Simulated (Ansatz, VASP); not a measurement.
**HfSb2Au3 in VASP and in Ansatz**

```
CELL_PARAMETERS angstrom
6.58035 0.00000 0.00000
-3.29017 5.69875 0.00000
0.00000 0.00000 3.60452
ATOMIC_POSITIONS crystal
Hf 0.00000 0.00000 0.00000
Sb 0.33333 0.66667 0.00000
Sb 0.66667 0.33333 0.00000
Au 0.50000 0.00000 0.50000
Au 0.50000 0.50000 0.50000
Au 0.00000 0.50000 0.50000
```

Change from the starting cell: species swapped into the TbB2Ru3 type (P6/mmm, No. 191).

Alike in both runs: task single point; functional PBE; k mesh 3 × 3 × 6; occupations gaussian, width 0.1 eV; no spin polarisation.

|  | VASP | Ansatz |
| --- | --- | --- |
| version | VASP 6.6.1 | Ansatz 0.2.0 |
| potentials or method | VASP PAW PBE potentials, release 64 (Hf_pv, Sb, Au), cutoff 520 eV | scalar-relativistic, plane waves, PAW |
| valence electrons in the cell | 53 | 113 |

|  | VASP | Ansatz | Ansatz less VASP |
| --- | --- | --- | --- |
| gap on the k mesh at the Fermi level (eV) | none | none | - |
| pressure (GPa) | 15.2 | 15.5 | +0.35 |
| traceless stress, the component that is largest in VASP (GPa) | 9.46 | 9.56 | +0.101 |

A gap of «none» marks a metal or a gap that the smearing closes. VASP's potentials hold 53 valence electrons a cell and Ansatz's 113, so a difference there can come from the potentials and not from the codes.

The k mesh is coarse, so the values compare programs but aren't converged. Neither program's run includes spin-orbit coupling.
